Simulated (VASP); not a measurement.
# KTaO3 (Pm-3m) in VASP: a series of runs

Runs on KTaO3. Level: r2SCAN. Tasks: single point, relaxation of cell and atoms.

Everything below comes from runs of VASP 6.6.1. Logs are shortened: lines on timing, memory, paths and dates and some standing lists are left out, and cuts for length are marked.

## 1. The cell of the first run

It takes space group Pm-3m (No. 221, cubic). The conventional cell has a = 3.990 Å, b = 3.990 Å, c = 3.990 Å, α = 90.00°, β = 90.00°, γ = 90.00°. K (site symmetry m-3m) has 12 O at 2.82 Å and 8 Ta at 3.46 Å within 3.7 Å. Within 2.6 Å of Ta (site symmetry m-3m) lie 6 O at 2.00 Å. O (site symmetry 4/mmm) has 2 Ta at 2.00 Å within 2.6 Å.

## 2. Single point, r2SCAN

POSCAR reads:

```
KTaO3
1.0
    3.9901296005      0.0000000000      0.0000000000
    0.0000000000      3.9901296005      0.0000000000
    0.0000000000      0.0000000000      3.9901296005
K Ta O
1 1 3
Direct
    0.5000000000      0.5000000000      0.5000000000
    0.0000000000      0.0000000000      0.0000000000
    0.5000000000      0.0000000000      0.0000000000
    0.0000000000      0.5000000000      0.0000000000
    0.0000000000      0.0000000000      0.5000000000
```

INCAR.step1 reads:

```
SYSTEM = KTaO3
PREC     = Accurate       ! precision mode
ENCUT    = 520            ! plane-wave cutoff, eV
ISMEAR   = 0              ! smearing method
SIGMA    = 0.02           ! smearing width, eV
LREAL    = .FALSE.        ! projectors in reciprocal space
LASPH    = .TRUE.         ! aspherical terms in the spheres
NELM     = 100            ! most SCF steps
NBANDS   = 27             ! bands
GGA      = PE             ! functional
ALGO     = Normal         ! electronic algorithm
EDIFF    = 1E-4           ! SCF threshold, eV
LWAVE    = .TRUE.         ! write WAVECAR
LCHARG   = .FALSE.        ! write CHGCAR
```

INCAR.step2 reads:

```
SYSTEM = KTaO3
PREC     = Accurate       ! precision mode
ENCUT    = 520            ! plane-wave cutoff, eV
EDIFF    = 1E-6           ! SCF threshold, eV
ISMEAR   = 0              ! smearing method
SIGMA    = 0.02           ! smearing width, eV
LREAL    = .FALSE.        ! projectors in reciprocal space
LASPH    = .TRUE.         ! aspherical terms in the spheres
NELM     = 100            ! most SCF steps
ALGO     = Normal         ! electronic algorithm
ISIF     = 2              ! what is computed and relaxed
LWAVE    = .FALSE.        ! write WAVECAR
LCHARG   = .TRUE.         ! write CHGCAR
METAGGA  = R2SCAN         ! meta-GGA
LMIXTAU  = .TRUE.       
LELF     = .TRUE.         ! ELF
LVHAR    = .TRUE.       
NBANDS   = 27             ! bands
ISTART   = 1
```

KPOINTS reads:

```
Automatic mesh
0
G
  8 8 8
  0 0 0
```

Potentials or basis: VASP PAW PBE potentials, release 64 (K_sv, Ta_pv, O).

Launch:

```
cat potpaw_PBE.64/K_sv/POTCAR potpaw_PBE.64/Ta_pv/POTCAR potpaw_PBE.64/O/POTCAR > POTCAR
cp INCAR.step1 INCAR
mpirun -np 1 vasp_std > vasp.out
cp INCAR.step2 INCAR
mpirun -np 1 vasp_std > vasp.out
```

OUTCAR:

```text
SYSTEM = KTaO3
   PREC = Accurate
   ENCUT = 520
   EDIFF = 1E-6
   ISMEAR = 0
   LREAL = .FALSE.
   LASPH = .TRUE.
   NELM = 100
   ISIF = 2
   METAGGA = R2SCAN
   ISTART = 1

 ion  position               nearest neighbor table
   1  0.500  0.500  0.500-   3 2.82   4 2.82   5 2.82   3 2.82   4 2.82   3 2.82   5 2.82   3 2.82
                             4 2.82   5 2.82   4 2.82   5 2.82   2 3.46   2 3.46   2 3.46   2 3.46
   2  0.000  0.000  0.000-   3 2.00   4 2.00   5 2.00   5 2.00   4 2.00   3 2.00   1 3.46   1 3.46
                             1 3.46   1 3.46   1 3.46   1 3.46   1 3.46   1 3.46
   3  0.500  0.000  0.000-   2 2.00   2 2.00   1 2.82   1 2.82   1 2.82   1 2.82
   4  0.000  0.500  0.000-   2 2.00   2 2.00   1 2.82   1 2.82   1 2.82   1 2.82
   5  0.000  0.000  0.500-   2 2.00   2 2.00   1 2.82   1 2.82   1 2.82   1 2.82

  LATTYP: Found a simple cubic cell.
 ALAT       =     3.9901296005

  Lattice vectors:

 A1 = (   3.9901296005,   0.0000000000,   0.0000000000)
 A2 = (   0.0000000000,   3.9901296005,   0.0000000000)
 A3 = (   0.0000000000,   0.0000000000,   3.9901296005)

Analysis of symmetry for initial positions (statically):
=====================================================================
 Subroutine PRICEL returns:
 Original cell was already a primitive cell.

 Routine SETGRP: Setting up the symmetry group for a
 simple cubic supercell.

 Subroutine GETGRP returns: Found 48 space group operations
 (whereof 48 operations were pure point group operations)
 out of a pool of 48 trial point group operations.

The static configuration has the point symmetry O_h .

Analysis of symmetry for dynamics (positions and initial velocities):
=====================================================================
 Subroutine PRICEL returns:
 Original cell was already a primitive cell.

 Routine SETGRP: Setting up the symmetry group for a
 simple cubic supercell.

 Subroutine GETGRP returns: Found 48 space group operations
 (whereof 48 operations were pure point group operations)
 out of a pool of 48 trial point group operations.

The dynamic configuration has the point symmetry O_h .

 Subroutine INISYM returns: Found 48 space group operations
 (whereof 48 operations are pure point group operations),
 and found     1 'primitive' translations

[... 95 lines left out ...]
   LNONCOLLINEAR =      F non collinear calculations
   LSORBIT =      F    spin-orbit coupling
   LASPH  =      T    aspherical Exc in radial PAW
   ENCUT  =  520.0 eV  38.22 Ry    6.18 a.u.   7.42  7.42  7.42*2*pi/ulx,y,z
   NELM   =    100;   NELMIN=  2; NELMDL=  0     # of ELM steps
   EDIFF  = 0.1E-05   stopping-criterion for ELM
   LREAL  =      F    real-space projection
   EDIFFG = 0.1E-04   stopping-criterion for IOM
   NSW    =      0    number of steps for IOM
   IBRION =     -1    ionic relax: 0-MD 1-quasi-New 2-CG
   NFREE  =      0    steps in history (QN), initial steepest desc. (CG)
   ISIF   =      2    stress and relaxation
   ISYM   =      2    0-nonsym 1-usesym 2-fastsym
   POTIM  = 0.5000    time-step for ionic-motion
   TEBEG  =    0.0;   TEEND  =   0.0 temperature during run
   PSTRESS=    0.0 pullay stress
   NELECT =      38.0000    total number of electrons
   NUPDOWN=      -1.0000    fix difference up-down
   EMIN   =  10.00;   EMAX   =-10.00  energy-range for DOS
   EFERMI =   0.00;   METHOD = LEGACY
   ISMEAR =     0;   SIGMA  =   0.02  broadening in eV -4-tet -1-fermi 0-gaus
   EFERMI_NEDOS =   21; number of points for ismear=-14 and -15
   IALGO  =     38    algorithm
   IMIX   =      4    mixing-type and parameters
     AMIX     =   0.40;   BMIX     =  1.00
     AMIX_MAG =   1.60;   BMIX_MAG =  1.00
  volume/ion in A,a.u.               =      12.71        85.74
  Fermi-wavevector in a.u.,A,eV,Ry     =   1.379375  2.606641 25.887472  1.902675
  Thomas-Fermi vector in A             =   2.504350
   LORBIT       =      0    0 simple, 1 ext, 2 COOP (PROOUT), +10 PAW based schemes
   METAGGA = R2SCAN    functional components
   LHFCALC =     F    Hartree Fock is set to
   AEXX    =    0.0000 exact exchange contribution
   IVDW    =     0    specifies the selected vdW correction
   LEPSILON=     F    determine dielectric tensor
   LRPA    =     F    only Hartree local field effects (RPA)
 non-spin polarized calculation
 Gauss-broadening in eV      SIGMA  =   0.02
  energy-cutoff  :      520.00
  volume of cell :       63.53
 maximum number of plane-waves:      1743
 NGX is ok and might be reduce to    30
   NGX = 15   NGY = 15   NGZ = 15

 number of electron      37.9999976 magnetization

 Free energy of the ion-electron system (eV)
  ---------------------------------------------------
  ext. energy  EPLUGINS =         0.00000000
  ---------------------------------------------------
  free energy    TOTEN  =       -87.16337955 eV

  energy without entropy =      -87.16337955  energy(sigma->0) =      -87.16337955

 E-fermi :   1.6331     XC(G=0): -11.5497

 val. band max:        1.4100646179   @ k =   0.5000   0.5000   0.5000
 cond. band min:       4.0055806777   @ k =   0.0000   0.0000   0.0000
 fundamental gap:      2.5955160597
 Fermi energy:         1.6330807383

 k-point     1 :       0.0000    0.0000    0.0000
  band No.  band energies     occupation
      1     -33.8749      2.00000
      2     -33.8748      2.00000
      3     -33.8748      2.00000
      4     -27.0407      2.00000
      5     -17.1368      2.00000
      6     -16.4687      2.00000
[... 709 lines left out ...]
     26      12.8929      0.00000
     27      12.9343      0.00000

 [... further k-points ...]
[... 5 lines left out ...]
  --------------------------------------------------------------------------------------
  -------------------------------------------------------------------------------------
  Total        0.3692990      0.3692990      0.3692990      0.0000000     -0.0000000      0.0000000
  in kB        9.3138183      9.3138183      9.3138183      0.0000000     -0.0000000      0.0000000
  external PRESSURE =       9.3138183 kB  Pullay stress =       0.0000000 kB

 VOLUME and BASIS-vectors are now :
 -----------------------------------------------------------------------------
  energy-cutoff  :      520.00
  volume of cell :       63.53
      direct lattice vectors                 reciprocal lattice vectors
     3.990129600  0.000000000  0.000000000     0.250618426  0.000000000  0.000000000
     0.000000000  3.990129600  0.000000000     0.000000000  0.250618426  0.000000000
     0.000000000  0.000000000  3.990129600     0.000000000  0.000000000  0.250618426

 POSITION                                       TOTAL-FORCE (eV/Angst)
 -----------------------------------------------------------------------------------
      1.99506      1.99506      1.99506         0.000000      0.000000      0.000000
      0.00000      0.00000      0.00000         0.000000      0.000000      0.000000
      1.99506      0.00000      0.00000         0.000000      0.000000      0.000000
      0.00000      1.99506      0.00000         0.000000      0.000000      0.000000
      0.00000      0.00000      1.99506         0.000000      0.000000      0.000000
 -----------------------------------------------------------------------------------
    total drift:                                0.000000     -0.000000      0.000000

  FREE ENERGIE OF THE ION-ELECTRON SYSTEM (eV)
  ---------------------------------------------------
  free  energy   TOTEN  =       -87.1633795533 eV

  energy  without entropy=      -87.1633795533  energy(sigma->0) =      -87.16337955
```

Run time: 1.7 min. Hardware: 1 thread of Intel Xeon 6975P-C (Granite Rapids), shared host; peak memory 0.2 GiB.

What came out:

```yaml
Free_energy: -87.1634 eV
Pressure: 0.9 GPa
Band_gap_on_the_k_mesh: 2.60 eV, indirect (least direct gap 3.25 eV)
```

Caveat: the PAW data sets were made with another functional, which shifts forces and pressure a little; spin-orbit coupling is left out, which moves the levels of the heavy elements.

## 3. Relaxation of cell and atoms, r2SCAN

This run uses another cell than the first one, of 13.04 Å³/atom, 1.026 times its volume.

Changes to POSCAR since step 2:

```diff
@@ -2,5 +2,5 @@
 1.0
-    3.9901296005      0.0000000000      0.0000000000
-    0.0000000000      3.9901296005      0.0000000000
-    0.0000000000      0.0000000000      3.9901296005
+    4.0243806737      0.0000000000      0.0000000000
+    0.0000000000      4.0243806737      0.0000000000
+    0.0000000000      0.0000000000      4.0243806737
 K Ta O
```

INCAR.step1 reads:

```
ALGO = Normal ; EDIFF = 1E-4
ENCUT = 600 ; GGA = PE
ISMEAR = 0 ; LASPH = T
LCHARG = F ; LREAL = F
LWAVE = T ; NELM = 100
PREC = Accurate ; SIGMA = 0.02
```

INCAR.step2 reads:

```
ALGO = Normal ; EDIFF = 1E-6
EDIFFG = -0.005 ; ENCUT = 600
IBRION = 2 ; ISIF = 3
ISMEAR = 0 ; ISTART = 1
LASPH = T ; LCHARG = F
LMIXTAU = T ; LREAL = F
LWAVE = F ; METAGGA = R2SCAN
NELM = 100 ; NSW = 70
PREC = Accurate ; SIGMA = 0.02
```

KPOINTS reads:

```
k-points
0
Gamma
  8 8 8
```

Potentials or basis: VASP PAW PBE potentials, release 64 (K_sv, Ta_pv, O).

Launch:

```
cat potpaw_PBE.64/K_sv/POTCAR potpaw_PBE.64/Ta_pv/POTCAR potpaw_PBE.64/O/POTCAR > POTCAR
cp INCAR.step1 INCAR
mpirun -np 1 vasp_std > vasp.out
cp INCAR.step2 INCAR
mpirun -np 1 vasp_std > vasp.out
```

OUTCAR:

```text
EDIFF = 1E-6
   EDIFFG = -0.005
   ENCUT = 600
   IBRION = 2
   ISIF = 3
   ISMEAR = 0
   ISTART = 1
   LASPH = T
   LREAL = F
   METAGGA = R2SCAN
   NELM = 100
   NSW = 70
   PREC = Accurate

 ion  position               nearest neighbor table
   1  0.500  0.500  0.500-   3 2.85   4 2.85   5 2.85   3 2.85   4 2.85   3 2.85   5 2.85   3 2.85
                             4 2.85   5 2.85   4 2.85   5 2.85   2 3.49   2 3.49   2 3.49   2 3.49
   2  0.000  0.000  0.000-   3 2.01   4 2.01   5 2.01   5 2.01   4 2.01   3 2.01   1 3.49   1 3.49
                             1 3.49   1 3.49   1 3.49   1 3.49   1 3.49   1 3.49
   3  0.500  0.000  0.000-   2 2.01   2 2.01   1 2.85   1 2.85   1 2.85   1 2.85
   4  0.000  0.500  0.000-   2 2.01   2 2.01   1 2.85   1 2.85   1 2.85   1 2.85
   5  0.000  0.000  0.500-   2 2.01   2 2.01   1 2.85   1 2.85   1 2.85   1 2.85

  LATTYP: Found a simple cubic cell.
 ALAT       =     4.0243806737

  Lattice vectors:

 A1 = (   4.0243806737,   0.0000000000,   0.0000000000)
 A2 = (   0.0000000000,   4.0243806737,   0.0000000000)
[... 181 lines left out ...]
  free energy    TOTEN  =       -87.15902203 eV

  energy without entropy =      -87.15902203  energy(sigma->0) =      -87.15902203

------------------------ aborting loop because EDIFF is reached ----------------------------------------

  FORCE on cell =-STRESS in cart. coord.  units (eV):
  Direction    XX          YY          ZZ          XY          YZ          ZX
  --------------------------------------------------------------------------------------
  -------------------------------------------------------------------------------------
  Total       -1.8033850     -1.8033850     -1.8033850      0.0000000      0.0000000     -0.0000000
  in kB      -44.3304235    -44.3304235    -44.3304235      0.0000000      0.0000000     -0.0000000
  external PRESSURE =     -44.3304235 kB  Pullay stress =       0.0000000 kB
[... 65 lines left out ...]
--------------------------------------- Ionic step        3  -------------------------------------------

 number of electron      37.9999993 magnetization

 Free energy of the ion-electron system (eV)
  ---------------------------------------------------
  ext. energy  EPLUGINS =         0.00000000
  ---------------------------------------------------
  free energy    TOTEN  =       -87.17932491 eV

  energy without entropy =      -87.17932491  energy(sigma->0) =      -87.17932491

 E-fermi :   1.5076     XC(G=0): -11.5286

 val. band max:        1.3834003947   @ k =   0.5000   0.5000   0.5000
 cond. band min:       3.9716382079   @ k =   0.0000   0.0000   0.0000
 fundamental gap:      2.5882378131
 Fermi energy:         1.5075727622

 k-point     1 :       0.0000    0.0000    0.0000
  band No.  band energies     occupation
      1     -33.9181      2.00000
      2     -33.9181      2.00000
      3     -33.9181      2.00000
      4     -27.0678      2.00000
      5     -17.1502      2.00000
      6     -16.4828      2.00000
[... 613 lines left out ...]
     22       7.8694      0.00000
     23      10.1659      0.00000

 [... further k-points ...]
[... 5 lines left out ...]
  --------------------------------------------------------------------------------------
  -------------------------------------------------------------------------------------
  Total       -0.0133128     -0.0133128     -0.0133128      0.0000000     -0.0000000      0.0000000
  in kB       -0.3345596     -0.3345596     -0.3345596      0.0000000     -0.0000000      0.0000000
  external PRESSURE =      -0.3345596 kB  Pullay stress =       0.0000000 kB
[... 20 lines left out ...]
  FREE ENERGIE OF THE ION-ELECTRON SYSTEM (eV)
  ---------------------------------------------------
  free  energy   TOTEN  =       -87.1793249148 eV

  energy  without entropy=      -87.1793249148  energy(sigma->0) =      -87.17932491

 reached required accuracy - stopping structural energy minimisation
```

OUTCAR.step1:

```text
EDIFF = 1E-4
   ENCUT = 600
   GGA = PE
   ISMEAR = 0
[... 858 lines left out ...]
      0.00000      0.00000      0.00000         0.000000      0.000000      0.000000
      2.01219      0.00000      0.00000         0.000000      0.000000      0.000000
      0.00000      2.01219      0.00000         0.000000      0.000000      0.000000
      0.00000      0.00000      2.01219         0.000000      0.000000      0.000000
 -----------------------------------------------------------------------------------
    total drift:                                0.000000      0.000000     -0.000000

  FREE ENERGIE OF THE ION-ELECTRON SYSTEM (eV)
  ---------------------------------------------------
  free  energy   TOTEN  =       -41.0754845353 eV

  energy  without entropy=      -41.0754845353  energy(sigma->0) =      -41.07548454
```

OSZICAR.step1:

```text
N       E                     dE             d eps       ncg     rms          rms(c)
DAV:   1     0.362845676811E+03    0.36285E+03   -0.22669E+04  1610   0.183E+03
DAV:   2    -0.287626190011E+02   -0.39161E+03   -0.38561E+03  2034   0.479E+02
DAV:   3    -0.488432288027E+02   -0.20081E+02   -0.20036E+02  2117   0.107E+02
DAV:   4    -0.497374592015E+02   -0.89423E+00   -0.89361E+00  2866   0.140E+01
DAV:   5    -0.497419733195E+02   -0.45141E-02   -0.45140E-02  2063   0.101E+00    0.323E+01
DAV:   6    -0.412969177056E+02    0.84451E+01   -0.44698E+01  2027   0.462E+01    0.128E+01
DAV:   7    -0.411366078159E+02    0.16031E+00   -0.23373E+00  2099   0.103E+01    0.848E+00
DAV:   8    -0.410872388979E+02    0.49369E-01   -0.43910E-01  2055   0.583E+00    0.186E+00
DAV:   9    -0.410764863905E+02    0.10753E-01   -0.37665E-02  2290   0.145E+00    0.319E-01
DAV:  10    -0.410754179903E+02    0.10684E-02   -0.10487E-02  2197   0.747E-01    0.471E-02
DAV:  11    -0.410754845353E+02   -0.66545E-04   -0.46311E-04  2084   0.169E-01
   1 F= -.41075485E+02 E0= -.41075485E+02  d E =-.167136E-39
```

Wall time 3.1 min (1 thread of Intel Xeon 6975P-C (Granite Rapids), shared host); peak memory 0.23 GiB.

What came out:

```yaml
Free_energy: -87.1793 eV
Relaxed_volume: 12.75 Å³/atom
Relaxed_cell: a = 3.995 Å, b = 3.995 Å, c = 3.995 Å, α = 90.00°, β = 90.00°, γ = 90.00°
Space_group_after_relaxing_to_0.05_Å: Pm-3m (No. 221)
Energy_gained_by_relaxing: 4.1 meV/atom
Ionic_steps: 3
Pressure_after_relaxing: 0.0 GPa
Band_gap_on_the_k_mesh: 2.59 eV, indirect (least direct gap 3.24 eV)
```

Step by step:
| step | energy change (eV) | largest force (eV/Å) | pressure (GPa) | volume (Å³) |
| --- | --- | --- | --- | --- |
| 1 | 0.0000 | 0.0000 | -4.43 | 65.18 |
| 2 | 0.0192 | 0.0000 | 6.82 | 61.83 |
| 3 | -0.0203 | 0.0000 | -0.03 | 63.75 |

Final structure:
```yaml
crystal:
  lattice:
    - [3.99486, 0.00000, 0.00000]
    - [0.00000, 3.99486, 0.00000]
    - [0.00000, 0.00000, 3.99486]
  atoms:
    - { symbol: K, position: [0.50000, 0.50000, 0.50000] }
    - { symbol: Ta, position: [0.00000, 0.00000, 0.00000] }
    - { symbol: O, position: [0.50000, 0.00000, 0.00000] }
    - { symbol: O, position: [0.00000, 0.50000, 0.00000] }
    - { symbol: O, position: [0.00000, 0.00000, 0.50000] }
```

Caveat: the PAW data sets were made with another functional, which shifts forces and pressure a little; spin-orbit coupling is left out, which moves the levels of the heavy elements.
